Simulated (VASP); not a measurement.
# Mg3H8O3 in VASP: single point with PBE

Aim: the single point of Mg3H8O3 with PBE.

All numbers are computed with VASP 6.6.1; they aren't measurements. Logs are shortened: lines on timing, memory, paths and dates and some standing lists are left out, and cuts for length are marked.

## (1) The cell of the first run

The cell holds a wire or tube with vacuum around it, 28 atoms: a = 16.800 Å, b = 15.700 Å, c = 5.163 Å, α = 90.00°, β = 90.00°, γ = 90.00°.

## (2) Single point, PBE

The input, INCAR:

```
SYSTEM = Mg3H8O3
ALGO = Normal
EDIFF = 1E-6
ENCUT = 620
GGA = PE
GGA_COMPAT = .FALSE.
ISIF = 2
ISMEAR = 0
LASPH = .TRUE.
LCHARG = .FALSE.
LREAL = Auto
LWAVE = .FALSE.
NBANDS = 76
NELM = 120
PREC = Accurate
SIGMA = 0.05
```

The input, KPOINTS:

```
k-points
0
G
  1 1 7
  0 0 0
```

The input, POSCAR:

```
Mg3H8O3
1.0
   16.8000000000      0.0000000000      0.0000000000
    0.0000000000     15.7000000000      0.0000000000
    0.0000000000      0.0000000000      5.1630760702
Mg O H
6 6 16
Direct
    0.5104625184      0.3709415497      0.0103358408
    0.4006570485      0.5738744983      0.0101777212
    0.5688881076      0.5426501155     -0.0089182483
    0.4311118924      0.4573498845      0.4910817517
    0.5993429515      0.4261255017      0.5101777212
    0.4895374816      0.6290584503      0.5103358408
    0.4428312279      0.3466964729      0.3115982994
    0.3472434654      0.5231241811      0.3111421618
    0.5338386106      0.5210560564      0.3583359189
    0.4661613894      0.4789439436      0.8583359189
    0.6527565346      0.4768758189      0.8111421618
    0.5571687721      0.6533035271      0.8115982994
    0.3466497312      0.2832742409      0.9262336809
    0.5487777244      0.3300635876      0.6991223654
    0.2482488210      0.4648347741      0.9258707988
    0.3864933500      0.6296580971      0.6988540737
    0.6135066500      0.3703419029      0.1988540737
    0.7517511790      0.5351652259      0.4258707988
    0.4512222756      0.6699364124      0.1991223654
    0.6533502688      0.7167257591      0.4262336809
    0.3405304660      0.2726638262      0.7853054153
    0.4655160419      0.3047224798      0.4286953174
    0.2363765453      0.4644971164      0.7851591540
    0.3242854769      0.5649970606      0.4279767870
    0.6757145231      0.4350029394      0.9279767870
    0.7636234547      0.5355028836      1.2851591540
    0.5344839581      0.6952775202      0.9286953174
    0.6594695340      0.7273361738      1.2853054153
```

Potentials or basis: VASP PAW PBE potentials, release 64 (Mg_sv, O, H).

Started as:

```
$ cat potpaw_PBE.64/Mg_sv/POTCAR potpaw_PBE.64/O/POTCAR potpaw_PBE.64/H/POTCAR > POTCAR
$ mpirun -np 1 vasp_std > vasp.out
```

OUTCAR:

```text
SYSTEM = Mg3H8O3
   EDIFF = 1E-6
   ENCUT = 620
   GGA = PE
   ISIF = 2
   ISMEAR = 0
   LASPH = .TRUE.
   LREAL = Auto
   NELM = 120
   PREC = Accurate

 ion  position               nearest neighbor table
   1  0.510  0.371  0.010-   7 1.96  10 2.01
   2  0.401  0.574  0.010-   8 1.96  10 2.01
   3  0.569  0.543  0.991-  11 1.98  12 1.98   9 2.01  10 2.11
   4  0.431  0.457  0.491-   8 1.98   7 1.98  10 2.01   9 2.11
   5  0.599  0.426  0.510-  11 1.96   9 2.01
   6  0.490  0.629  0.510-  12 1.96   9 2.01
   7  0.443  0.347  0.312-  22 0.97   1 1.96   4 1.98
   8  0.347  0.523  0.311-  24 0.97   2 1.96   4 1.98
   9  0.534  0.521  0.358-   6 2.01   5 2.01   3 2.01   4 2.11
  10  0.466  0.479  0.858-   1 2.01   2 2.01   4 2.01   3 2.11
  11  0.653  0.477  0.811-  25 0.97   5 1.96   3 1.98
  12  0.557  0.653  0.812-  27 0.97   6 1.96   3 1.98
  13  0.347  0.283  0.926-  21 0.75
  14  0.549  0.330  0.699-
  15  0.248  0.465  0.926-  23 0.75
  16  0.386  0.630  0.699-
  17  0.614  0.370  0.199-
  18  0.752  0.535  0.426-  26 0.75
  19  0.451  0.670  0.199-
  20  0.653  0.717  0.426-  28 0.75
  21  0.341  0.273  0.785-  13 0.75
  22  0.466  0.305  0.429-   7 0.97
  23  0.236  0.464  0.785-  15 0.75
  24  0.324  0.565  0.428-   8 0.97
  25  0.676  0.435  0.928-  11 0.97
  26  0.764  0.536  0.285-  18 0.75
  27  0.534  0.695  0.929-  12 0.97
  28  0.659  0.727  0.285-  20 0.75

  LATTYP: Found a simple orthorhombic cell.
 ALAT       =     5.1630760702
 B/A-ratio  =     3.0408229099
 C/A-ratio  =     3.2538741966

  Lattice vectors:

 A1 = (   0.0000000000,   0.0000000000,  -5.1630760702)
 A2 = (   0.0000000000,  15.7000000000,   0.0000000000)
 A3 = (  16.8000000000,   0.0000000000,   0.0000000000)

Analysis of symmetry for initial positions (statically):
=====================================================================
 Subroutine PRICEL returns:
 Original cell was already a primitive cell.

 Routine SETGRP: Setting up the symmetry group for a
 simple orthorhombic supercell.

 Subroutine GETGRP returns: Found  2 space group operations
 (whereof  1 operations were pure point group operations)
 out of a pool of  8 trial point group operations.

The static configuration has the point symmetry C_1 .
 The point group associated with its full space group is C_2 .

Analysis of symmetry for dynamics (positions and initial velocities):
=====================================================================
 Subroutine PRICEL returns:
 Original cell was already a primitive cell.

 Routine SETGRP: Setting up the symmetry group for a
 simple orthorhombic supercell.

 Subroutine GETGRP returns: Found  2 space group operations
 (whereof  1 operations were pure point group operations)
 out of a pool of  8 trial point group operations.

The dynamic configuration has the point symmetry C_1 .
 The point group associated with its full space group is C_2 .

 Subroutine INISYM returns: Found  2 space group operations
 (whereof  1 operations are pure point group operations),
 and found     1 'primitive' translations

----------------------------------------------------------------------------------------

                                     Primitive cell

  volume of cell :    1361.8129

  direct lattice vectors                    reciprocal lattice vectors
    16.800000000  0.000000000  0.000000000     0.059523810  0.000000000  0.000000000
     0.000000000 15.700000000  0.000000000     0.000000000  0.063694268  0.000000000
     0.000000000  0.000000000  5.163076070     0.000000000  0.000000000  0.193682988

  length of vectors
    16.800000000 15.700000000  5.163076070     0.059523810  0.063694268  0.193682988

  position of ions in fractional coordinates (direct lattice)
     0.510462518  0.370941550  0.010335841
     0.400657049  0.573874498  0.010177721
     0.568888108  0.542650116  0.991081752
     0.431111892  0.457349884  0.491081752
     0.599342951  0.426125502  0.510177721
     0.489537482  0.629058450  0.510335841
[... 20 lines left out ...]
     0.534483958  0.695277520  0.928695317
     0.659469534  0.727336174  0.285305415

  ion indices of the primitive-cell ions
   primitive index   ion index
                 1           1
                 2           2
                 3           3
                 4           4
                 5           5
                 6           6
[... 20 lines left out ...]
                27          27
                28          28

----------------------------------------------------------------------------------------

 KPOINTS: k-points

Automatic generation of k-mesh.
 Grid dimensions read from file:
 generate k-points for:    1    1    7

 Generating k-lattice:

  Cartesian coordinates                     Fractional coordinates (reciprocal lattice)
     0.059523810  0.000000000  0.000000000     1.000000000  0.000000000  0.000000000
     0.000000000  0.063694268  0.000000000     0.000000000  1.000000000  0.000000000
     0.000000000  0.000000000  0.027668998     0.000000000  0.000000000  0.142857143

  Length of vectors
     0.059523810  0.063694268  0.027668998

  Shift w.r.t. Gamma in fractional coordinates (k-lattice)
     0.000000000  0.000000000  0.000000000

 Subroutine IBZKPT returns following result:
 ===========================================

 Found      4 irreducible k-points:

 Following reciprocal coordinates:
            Coordinates               Weight
  0.000000  0.000000  0.000000      1.000000
  0.000000  0.000000  0.142857      2.000000
  0.000000  0.000000  0.285714      2.000000
  0.000000  0.000000  0.428571      2.000000
   k-points           NKPTS =      4   k-points in BZ     NKDIM =      4   number of bands    NBANDS=     76
   number of dos      NEDOS =    301   number of ions     NIONS =     28
   total plane-waves  NPLWV = 752640
   dimension x,y,z NGX =   140 NGY =  128 NGZ =   42
   dimension x,y,z NGXF=   280 NGYF=  256 NGZF=   84
   ions per type =               6   6  16
   NGX,Y,Z   is equivalent  to a cutoff of  13.85, 13.55, 13.52 a.u.
   NGXF,Y,Z  is equivalent  to a cutoff of  27.71, 27.11, 27.05 a.u.
 SYSTEM =  Mg3H8O3
   PREC   = accura    normal or accurate (medium, high low for compatibility)
   ISTART =      0    job   : 0-new  1-cont  2-samecut
   ICHARG =      2    charge: 1-file 2-atom 10-const
   ISPIN  =      1    spin polarized calculation?
   LNONCOLLINEAR =      F non collinear calculations
   LSORBIT =      F    spin-orbit coupling
   LASPH  =      T    aspherical Exc in radial PAW
   ENCUT  =  620.0 eV  45.57 Ry    6.75 a.u.  34.11 31.88 10.48*2*pi/ulx,y,z
   NELM   =    120;   NELMIN=  2; NELMDL= -5     # of ELM steps
   EDIFF  = 0.1E-05   stopping-criterion for ELM
   LREAL  =      T    real-space projection
   EDIFFG = 0.1E-04   stopping-criterion for IOM
   NSW    =      0    number of steps for IOM
   IBRION =     -1    ionic relax: 0-MD 1-quasi-New 2-CG
   NFREE  =      0    steps in history (QN), initial steepest desc. (CG)
   ISIF   =      2    stress and relaxation
   ISYM   =      2    0-nonsym 1-usesym 2-fastsym
   POTIM  = 0.5000    time-step for ionic-motion
   TEBEG  =    0.0;   TEEND  =   0.0 temperature during run
   PSTRESS=    0.0 pullay stress
   NELECT =     112.0000    total number of electrons
   NUPDOWN=      -1.0000    fix difference up-down
   EMIN   =  10.00;   EMAX   =-10.00  energy-range for DOS
   EFERMI =   0.00;   METHOD = LEGACY
   ISMEAR =     0;   SIGMA  =   0.05  broadening in eV -4-tet -1-fermi 0-gaus
   EFERMI_NEDOS =   21; number of points for ismear=-14 and -15
   IALGO  =     38    algorithm
   IMIX   =      4    mixing-type and parameters
     AMIX     =   0.40;   BMIX     =  1.00
     AMIX_MAG =   1.60;   BMIX_MAG =  1.00
  volume/ion in A,a.u.               =      48.64       328.21
  Fermi-wavevector in a.u.,A,eV,Ry     =   0.711937  1.345366  6.896175  0.506855
  Thomas-Fermi vector in A             =   1.799181
   LORBIT       =      0    0 simple, 1 ext, 2 COOP (PROOUT), +10 PAW based schemes
   GGA     = PE    functional components
   LHFCALC =     F    Hartree Fock is set to
   AEXX    =    0.0000 exact exchange contribution
   IVDW    =     0    specifies the selected vdW correction
   LEPSILON=     F    determine dielectric tensor
   LRPA    =     F    only Hartree local field effects (RPA)
 non-spin polarized calculation
 Gauss-broadening in eV      SIGMA  =   0.05
  energy-cutoff  :      620.00
  volume of cell :     1361.81
 maximum number of plane-waves:     47775
 NGX is ok and might be reduce to   140
   NGX = 69   NGY = 63   NGZ = 21

 number of electron     111.9999934 magnetization

 Free energy of the ion-electron system (eV)
  ---------------------------------------------------
  ext. energy  EPLUGINS =         0.00000000
  ---------------------------------------------------
  free energy    TOTEN  =      -118.20794966 eV

  energy without entropy =     -118.20794966  energy(sigma->0) =     -118.20794966

 E-fermi :  -4.4596     XC(G=0):  -2.3572

 val. band max:       -4.8716375352   @ k =   0.0000   0.0000   0.0000
 cond. band min:      -0.1739316029   @ k =   0.0000   0.0000   0.2857
 fundamental gap:      4.6977059323
 Fermi energy:        -4.4596416881

 k-point     1 :       0.0000    0.0000    0.0000
  band No.  band energies     occupation
      1     -78.1188      2.00000
      2     -78.1187      2.00000
      3     -78.1173      2.00000
      4     -78.1172      2.00000
      5     -77.8757      2.00000
      6     -77.8756      2.00000
[... 60 lines left out ...]
     67       1.4439      0.00000
     68       1.5189      0.00000

 k-point     2 :       0.0000    0.0000    0.1429
  band No.  band energies     occupation
      1     -78.1187      2.00000
      2     -78.1186      2.00000
      3     -78.1174      2.00000
      4     -78.1173      2.00000
      5     -77.8757      2.00000
      6     -77.8756      2.00000
[... 60 lines left out ...]
     67       1.6020      0.00000
     68       1.6084      0.00000

 k-point     3 :       0.0000    0.0000    0.2857
  band No.  band energies     occupation
      1     -78.1185      2.00000
      2     -78.1184      2.00000
      3     -78.1176      2.00000
      4     -78.1175      2.00000
      5     -77.8757      2.00000
      6     -77.8756      2.00000
[... 60 lines left out ...]
     67       1.5883      0.00000
     68       1.7172      0.00000

 k-point     4 :       0.0000    0.0000    0.4286
  band No.  band energies     occupation
      1     -78.1182      2.00000
      2     -78.1181      2.00000
      3     -78.1179      2.00000
      4     -78.1178      2.00000
      5     -77.8757      2.00000
      6     -77.8757      2.00000
[... 60 lines left out ...]
     67       1.7260      0.00000
     68       1.9114      0.00000
 [bands above 68 left out]

------------------------ aborting loop because EDIFF is reached ----------------------------------------

  FORCE on cell =-STRESS in cart. coord.  units (eV):
  Direction    XX          YY          ZZ          XY          YZ          ZX
  --------------------------------------------------------------------------------------
  -------------------------------------------------------------------------------------
  Total       -0.4253663     -0.2029688     -0.1412232     -0.1961700      0.0000000      0.0000000
  in kB       -0.5004449     -0.2387935     -0.1661496     -0.2307946      0.0000000      0.0000000
  external PRESSURE =      -0.3017960 kB  Pullay stress =       0.0000000 kB

 VOLUME and BASIS-vectors are now :
 -----------------------------------------------------------------------------
  energy-cutoff  :      620.00
  volume of cell :     1361.81
      direct lattice vectors                 reciprocal lattice vectors
    16.800000000  0.000000000  0.000000000     0.059523810  0.000000000  0.000000000
     0.000000000 15.700000000  0.000000000     0.000000000  0.063694268  0.000000000
     0.000000000  0.000000000  5.163076070     0.000000000  0.000000000  0.193682988

 POSITION                                       TOTAL-FORCE (eV/Angst)
 -----------------------------------------------------------------------------------
      8.57577      5.82378      0.05336         0.012640     -0.016255     -0.016998
      6.73104      9.00983      0.05255        -0.010421      0.014677     -0.012066
      9.55732      8.51961      5.11703         0.006241      0.002906      0.004364
      7.24268      7.18039      2.53549        -0.006241     -0.002906      0.004364
     10.06896      6.69017      2.63409         0.010421     -0.014677     -0.012066
      8.22423      9.87622      2.63490        -0.012640      0.016255     -0.016998
[... 20 lines left out ...]
      8.97933     10.91586      4.79492        -0.032233      0.081133      0.067920
     11.07909     11.41918      1.47305        -0.003185     -0.006996      0.027658
 -----------------------------------------------------------------------------------
    total drift:                               -0.000000      0.000000      0.000092

  FREE ENERGIE OF THE ION-ELECTRON SYSTEM (eV)
  ---------------------------------------------------
  free  energy   TOTEN  =      -118.2079496641 eV

  energy  without entropy=     -118.2079496641  energy(sigma->0) =     -118.20794966
```

Run time: 35 min. Hardware: 1 thread of Intel Xeon Platinum 8259CL at 2.50GHz (Skylake/Cascade Lake), shared host; peak memory 1.5 GiB.

What came out:

- Free energy: -118.2079 eV
- Largest force: 0.111 eV/Å
- Band gap on the k mesh: 4.70 eV (least direct gap 4.75 eV)

Forces on the atoms (eV/Å):
```
Mg   0.013 -0.016 -0.017
Mg  -0.010  0.015 -0.012
Mg   0.006  0.003  0.004
Mg  -0.006 -0.003  0.004
Mg   0.010 -0.015 -0.012
Mg  -0.013  0.016 -0.017
O   -0.033  0.042 -0.046
O    0.015 -0.053 -0.046
O   -0.003 -0.005 -0.001
O    0.003  0.005 -0.001
O   -0.015  0.053 -0.046
O    0.033 -0.042 -0.046
H   -0.003 -0.006 -0.029
H    0.001 -0.007 -0.008
H   -0.006  0.001 -0.026
H   -0.003  0.004 -0.006
H    0.003 -0.004 -0.006
H    0.006 -0.001 -0.026
H   -0.001  0.007 -0.008
H    0.003  0.006 -0.029
H    0.003  0.007  0.028
H    0.032 -0.081  0.068
H    0.007 -0.001  0.025
H   -0.055  0.068  0.068
H    0.055 -0.068  0.068
H   -0.007  0.001  0.025
H   -0.032  0.081  0.068
H   -0.003 -0.007  0.028
```

Levels at points of the mesh, in eV from the valence-band top:
| k point | band 54 | band 55 | band 56 | band 57 | band 58 | band 59 |
| --- | --- | --- | --- | --- | --- | --- |
| (0.00, 0.00, 0.00) | -0.50 | -0.29 | 0.00 | 4.75 | 4.79 | 4.92 |
